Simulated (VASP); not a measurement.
# ZnS (I-4m2) in VASP: single point with HSE06

Aim: the single point of ZnS with HSE06.

Everything below comes from runs of VASP 6.6.1. Logs are shortened: lines on timing, memory, paths and dates and some standing lists are left out, and cuts for length are marked.

## (1) The cell of the first run

Symmetry: I-4m2, No. 119, tetragonal system. Conventional cell: a = 3.767 Å, b = 3.767 Å, c = 5.388 Å, α = 90.00°, β = 90.00°, γ = 90.00°. Within 3.1 Å of Zn (site symmetry -4m2) lie 4 S at 2.32 Å. S (site symmetry -4m2) has 4 Zn at 2.32 Å within 3.1 Å.

## (2) Single point, HSE06 (biaxial xy strain -1.1%)

Contents of POSCAR:

```
ZnS
1.0
    0.0000000000      2.6633828638      2.6940955531
    2.6633828638      0.0000000000      2.6940955531
    2.6633828638      2.6633828638      0.0000000000
Zn S
1 1
Direct
    0.2500000000      0.2500000000      0.2500000000
    0.0000000000      0.0000000000      0.0000000000
```

Contents of INCAR.step1:

```
PREC = Accurate ; ENCUT = 520
EDIFF = 1E-5 ; ISMEAR = 0
SIGMA = 0.01 ; LREAL = F
LASPH = T ; NELM = 60
ALGO = Normal ; ISIF = 2
LWAVE = T ; LCHARG = F
NBANDS = 16 ; GGA = PE
```

Contents of INCAR.step2:

```
PREC = Accurate ; ENCUT = 520
EDIFF = 1E-6 ; ISMEAR = 0
SIGMA = 0.01 ; LREAL = F
LASPH = T ; NELM = 60
ALGO = Normal ; ISIF = 2
LWAVE = F ; LCHARG = F
GGA = PE ; LHFCALC = T
HFSCREEN = 0.2079 ; PRECFOCK = Normal
NBANDS = 16 ; ISTART = 1
```

Contents of KPOINTS:

```
Automatic mesh
0
Gamma
  6 6 6
```

Potentials or basis: VASP PAW PBE potentials, release 64 (Zn, S).

On the command line:

```console
$ cat potpaw_PBE.64/Zn/POTCAR potpaw_PBE.64/S/POTCAR > POTCAR
$ cp INCAR.step1 INCAR
$ mpirun -np 1 vasp_std > vasp.out
$ cp INCAR.step2 INCAR
$ mpirun -np 1 vasp_std > vasp.out
```

OUTCAR:

```text
PREC = Accurate
   ENCUT = 520
   EDIFF = 1E-6
   ISMEAR = 0
   LREAL = F
   LASPH = T
   NELM = 60
   ISIF = 2
   GGA = PE
   LHFCALC = T
   HFSCREEN = 0.2079
   PRECFOCK = Normal
   ISTART = 1

 ion  position               nearest neighbor table
   1  0.250  0.250  0.250-   2 2.32   2 2.32   2 2.32   2 2.32
   2  0.000  0.000  0.000-   1 2.32   1 2.32   1 2.32   1 2.32

  LATTYP: Found a body centered tetragonal cell.
 ALAT       =     3.7665921678
 C/A-ratio  =     1.4305215076

  Lattice vectors:

 A1 = (  -2.6633828638,   0.0000000000,   2.6940955531)
 A2 = (   2.6633828638,   0.0000000000,   2.6940955531)
 A3 = (   0.0000000000,   2.6633828638,  -2.6940955531)

Analysis of symmetry for initial positions (statically):
=====================================================================
 Subroutine PRICEL returns:
 Original cell was already a primitive cell.

 Routine SETGRP: Setting up the symmetry group for a
 body centered tetragonal supercell.

 Subroutine GETGRP returns: Found  8 space group operations
 (whereof  8 operations were pure point group operations)
 out of a pool of 16 trial point group operations.

The static configuration has the point symmetry D_2d.

Analysis of symmetry for dynamics (positions and initial velocities):
=====================================================================
 Subroutine PRICEL returns:
 Original cell was already a primitive cell.

 Routine SETGRP: Setting up the symmetry group for a
 body centered tetragonal supercell.

 Subroutine GETGRP returns: Found  8 space group operations
 (whereof  8 operations were pure point group operations)
 out of a pool of 16 trial point group operations.

The dynamic configuration has the point symmetry D_2d.

 Subroutine INISYM returns: Found  8 space group operations
 (whereof  8 operations are pure point group operations),
 and found     1 'primitive' translations

----------------------------------------------------------------------------------------

                                     Primitive cell

  volume of cell :      38.2217

  direct lattice vectors                    reciprocal lattice vectors
     0.000000000  2.663382864  2.694095553    -0.187731177  0.187731177  0.185591042
     2.663382864  0.000000000  2.694095553     0.187731177 -0.187731177  0.185591042
     2.663382864  2.663382864  0.000000000     0.187731177  0.187731177 -0.185591042

  length of vectors
     3.788371567  3.788371567  3.766592168     0.323929042  0.323929042  0.323929042

  position of ions in fractional coordinates (direct lattice)
     0.250000000  0.250000000  0.250000000
     0.000000000  0.000000000  0.000000000

  ion indices of the primitive-cell ions
   primitive index   ion index
                 1           1
                 2           2

----------------------------------------------------------------------------------------

 KPOINTS: Automatic mesh

Automatic generation of k-mesh.
 Grid dimensions read from file:
 generate k-points for:    6    6    6

 Generating k-lattice:

  Cartesian coordinates                     Fractional coordinates (reciprocal lattice)
    -0.031288530  0.031288530  0.030931840     0.166666667  0.000000000  0.000000000
     0.031288530 -0.031288530  0.030931840     0.000000000  0.166666667  0.000000000
     0.031288530  0.031288530 -0.030931840     0.000000000  0.000000000  0.166666667

  Length of vectors
     0.053988174  0.053988174  0.053988174

  Shift w.r.t. Gamma in fractional coordinates (k-lattice)
     0.000000000  0.000000000  0.000000000

 Subroutine IBZKPT returns following result:
 ===========================================

 Found     30 irreducible k-points:

 Following reciprocal coordinates:
            Coordinates               Weight
  0.000000  0.000000  0.000000      1.000000
  0.166667  0.000000  0.000000      8.000000
  0.333333  0.000000  0.000000      8.000000
  0.500000  0.000000  0.000000      4.000000
  0.166667  0.166667  0.000000      2.000000
  0.333333  0.166667  0.000000      8.000000
[... 16 lines left out ...]
  0.333333  0.000000  0.333333      4.000000
  0.500000  0.000000  0.333333     16.000000
 [... further k-points ...]
   k-points           NKPTS =     30   k-points in BZ     NKDIM =    216   number of bands    NBANDS=     16
   number of dos      NEDOS =    301   number of ions     NIONS =      2
   total plane-waves  NPLWV =  21952
   dimension x,y,z NGX =    28 NGY =   28 NGZ =   28
   dimension x,y,z NGXF=    56 NGYF=   56 NGZF=   56
   ions per type =               1   1
   NGX,Y,Z   is equivalent  to a cutoff of  12.29, 12.29, 12.36 a.u.
   NGXF,Y,Z  is equivalent  to a cutoff of  24.57, 24.57, 24.72 a.u.
 SYSTEM =  unknown system
   PREC   = accura    normal or accurate (medium, high low for compatibility)
   ISTART =      1    job   : 0-new  1-cont  2-samecut
   ICHARG =      0    charge: 1-file 2-atom 10-const
   ISPIN  =      1    spin polarized calculation?
   LNONCOLLINEAR =      F non collinear calculations
   LSORBIT =      F    spin-orbit coupling
   LASPH  =      T    aspherical Exc in radial PAW
   ENCUT  =  520.0 eV  38.22 Ry    6.18 a.u.   7.04  7.04  7.00*2*pi/ulx,y,z
   NELM   =     60;   NELMIN=  2; NELMDL=  0     # of ELM steps
   EDIFF  = 0.1E-05   stopping-criterion for ELM
   LREAL  =      F    real-space projection
   EDIFFG = 0.1E-04   stopping-criterion for IOM
   NSW    =      0    number of steps for IOM
   IBRION =     -1    ionic relax: 0-MD 1-quasi-New 2-CG
   NFREE  =      0    steps in history (QN), initial steepest desc. (CG)
   ISIF   =      2    stress and relaxation
   ISYM   =      3    0-nonsym 1-usesym 2-fastsym
   POTIM  = 0.5000    time-step for ionic-motion
   TEBEG  =    0.0;   TEEND  =   0.0 temperature during run
   PSTRESS=    0.0 pullay stress
   NELECT =      18.0000    total number of electrons
   NUPDOWN=      -1.0000    fix difference up-down
   EMIN   =  10.00;   EMAX   =-10.00  energy-range for DOS
   EFERMI =   0.00;   METHOD = LEGACY
   ISMEAR =     0;   SIGMA  =   0.01  broadening in eV -4-tet -1-fermi 0-gaus
   EFERMI_NEDOS =   21; number of points for ismear=-14 and -15
   IALGO  =     38    algorithm
   IMIX   =      1    mixing-type and parameters
     AMIX     =   0.40;   BMIX     =  1.00
     AMIX_MAG =   1.60;   BMIX_MAG =  1.00
  volume/ion in A,a.u.               =      19.11       128.97
  Fermi-wavevector in a.u.,A,eV,Ry     =   1.273686  2.406917 22.072394  1.622275
  Thomas-Fermi vector in A             =   2.406495
   LORBIT       =      0    0 simple, 1 ext, 2 COOP (PROOUT), +10 PAW based schemes
   GGA     = PE    functional components
   LHFCALC =     T    Hartree Fock is set to
   PRECFOCK=normal    Normal, Fast or Accurate (Low or Medium for compatibility)
   ENCUT4O =  -1.0   cutoff for four orbital integrals eV
   NKREDX  =     1    reduce k-point grid by
   NKREDY  =     1    reduce k-point grid by
   NKREDZ  =     1    reduce k-point grid by
   AEXX    =    0.2500 exact exchange contribution
   HFSCREEN=    0.2079 screening length (either q_TF or 0.3 A-1)
   HFSCREENC=   0.2079 screening length for correlation (either q_TF or 0.3 A-1)
   ENCUTFOCK=  -1.0 apply spherical cutoff to Coloumb kernel
   IVDW    =     0    specifies the selected vdW correction
   LEPSILON=     F    determine dielectric tensor
   LRPA    =     F    only Hartree local field effects (RPA)
 non-spin polarized calculation
 Gauss-broadening in eV      SIGMA  =   0.01
  energy-cutoff  :      520.00
  volume of cell :       38.22
 maximum number of plane-waves:      1038
  NGX = 24; NGY = 24; NGZ = 24

 number of electron      18.0000018 magnetization

 Free energy of the ion-electron system (eV)
  ---------------------------------------------------
  ext. energy  EPLUGINS =         0.00000000
  ---------------------------------------------------
  free energy    TOTEN  =        -8.35428128 eV

  energy without entropy =       -8.35428128  energy(sigma->0) =       -8.35428128

 E-fermi :   1.7483     XC(G=0):  -8.0898

 val. band max:        1.6933124579   @ k =   0.0000   0.0000   0.0000
 cond. band min:       5.1563168720   @ k =   0.0000   0.0000   0.0000
 fundamental gap:      3.4630044141
 Fermi energy:         1.7482935741

 k-point     1 :       0.0000    0.0000    0.0000
  band No.  band energies     occupation
      1     -12.8804      2.00000
      2      -6.2876      2.00000
      3      -6.2815      2.00000
      4      -6.2815      2.00000
      5      -5.8045      2.00000
      6      -5.8015      2.00000
[... 8 lines left out ...]
     15      15.0251      0.00000
     16      15.2649      0.00000

 k-point     2 :       0.1667    0.0000    0.0000
  band No.  band energies     occupation
      1     -12.6499      2.00000
      2      -6.2521      2.00000
      3      -6.2457      2.00000
      4      -6.2455      2.00000
      5      -5.8058      2.00000
      6      -5.8042      2.00000
[... 8 lines left out ...]
     15      14.0967      0.00000
     16      15.9031      0.00000

 k-point     3 :       0.3333    0.0000    0.0000
  band No.  band energies     occupation
      1     -12.1292      2.00000
      2      -6.1924      2.00000
      3      -6.1856      2.00000
      4      -6.0063      2.00000
      5      -5.7937      2.00000
      6      -5.7913      2.00000
[... 8 lines left out ...]
     15      14.7432      0.00000
     16      15.0122      0.00000

 k-point     4 :       0.5000    0.0000    0.0000
  band No.  band energies     occupation
      1     -11.8298      2.00000
      2      -6.1721      2.00000
      3      -6.1639      2.00000
      4      -5.7777      2.00000
      5      -5.7732      2.00000
      6      -5.5515      2.00000
[... 8 lines left out ...]
     15      16.7324      0.00000
     16      16.8272      0.00000

 k-point     5 :       0.1667    0.1667    0.0000
  band No.  band energies     occupation
      1     -12.5771      2.00000
      2      -6.2822      2.00000
      3      -6.2116      2.00000
      4      -6.2116      2.00000
      5      -5.8309      2.00000
      6      -5.7839      2.00000
[... 8 lines left out ...]
     15      15.3997      0.00000
     16      17.4694      0.00000

 k-point     6 :       0.3333    0.1667    0.0000
  band No.  band energies     occupation
      1     -12.1510      2.00000
      2      -6.2119      2.00000
      3      -6.1410      2.00000
      4      -6.0950      2.00000
      5      -5.8181      2.00000
      6      -5.7698      2.00000
[... 8 lines left out ...]
     15      15.8205      0.00000
     16      17.2489      0.00000
[... 267 lines left out ...]
 k-point    21 :      -0.1667    0.3333    0.1667
  band No.  band energies     occupation
      1     -11.7678      2.00000
      2      -6.1374      2.00000
      3      -6.1013      2.00000
      4      -5.9565      2.00000
      5      -5.7772      2.00000
      6      -5.6644      2.00000
[... 8 lines left out ...]
     15      17.5715      0.00000
     16      18.1163      0.00000

 k-point    22 :      -0.3333    0.5000    0.1667
  band No.  band energies     occupation
      1     -11.4858      2.00000
      2      -6.1269      2.00000
      3      -6.0065      2.00000
      4      -5.8972      2.00000
      5      -5.7785      2.00000
      6      -5.3774      2.00000
[... 8 lines left out ...]
     15      17.3878      0.00000
     16      18.2638      0.00000

 k-point    23 :       0.3333    0.0000    0.3333
  band No.  band energies     occupation
      1     -11.8728      2.00000
      2      -6.2147      2.00000
      3      -6.0554      2.00000
      4      -6.0445      2.00000
      5      -5.7839      2.00000
      6      -5.7470      2.00000
[... 8 lines left out ...]
     15      16.2744      0.00000
     16      20.6646      0.00000

 k-point    24 :       0.5000    0.0000    0.3333
  band No.  band energies     occupation
      1     -11.5730      2.00000
      2      -6.1580      2.00000
      3      -6.0042      2.00000
      4      -5.9616      2.00000
      5      -5.7487      2.00000
      6      -5.5345      2.00000
[... 8 lines left out ...]
     15      17.0339      0.00000
     16      18.4693      0.00000

 [... further k-points ...]

------------------------ aborting loop because EDIFF is reached ----------------------------------------

  FORCE on cell =-STRESS in cart. coord.  units (eV):
  Direction    XX          YY          ZZ          XY          YZ          ZX
  --------------------------------------------------------------------------------------
  -------------------------------------------------------------------------------------
  Total        0.8899154      0.8899154      0.7760747      0.0000000      0.0000000      0.0000000
  in kB       37.3034604     37.3034604     32.5314886      0.0000000      0.0000000      0.0000000
  external PRESSURE =      35.7128031 kB  Pullay stress =       0.0000000 kB

 VOLUME and BASIS-vectors are now :
 -----------------------------------------------------------------------------
  energy-cutoff  :      520.00
  volume of cell :       38.22
      direct lattice vectors                 reciprocal lattice vectors
     0.000000000  2.663382864  2.694095553    -0.187731177  0.187731177  0.185591042
     2.663382864  0.000000000  2.694095553     0.187731177 -0.187731177  0.185591042
     2.663382864  2.663382864  0.000000000     0.187731177  0.187731177 -0.185591042

 POSITION                                       TOTAL-FORCE (eV/Angst)
 -----------------------------------------------------------------------------------
      1.33169      1.33169      1.34705         0.000000      0.000000     -0.000000
      0.00000      0.00000      0.00000        -0.000000     -0.000000      0.000000
 -----------------------------------------------------------------------------------
    total drift:                               -0.000002     -0.000002     -0.000008

  FREE ENERGIE OF THE ION-ELECTRON SYSTEM (eV)
  ---------------------------------------------------
  free  energy   TOTEN  =        -8.3542812835 eV

  energy  without entropy=       -8.3542812835  energy(sigma->0) =       -8.35428128
```

It took 84 min on 1 thread of Oxide Virtual Turin-like, shared host; peak memory 0.25 GiB.

What came out:

- Free energy: -8.3543 eV
- Pressure: 3.6 GPa
- Band gap on the k mesh: 3.46 eV

Caveat: the cell differs from its parent crystal (biaxial xy strain -1.1%); the cell stands under pressure; the PAW data sets were made with another functional, which shifts forces and pressure a little.
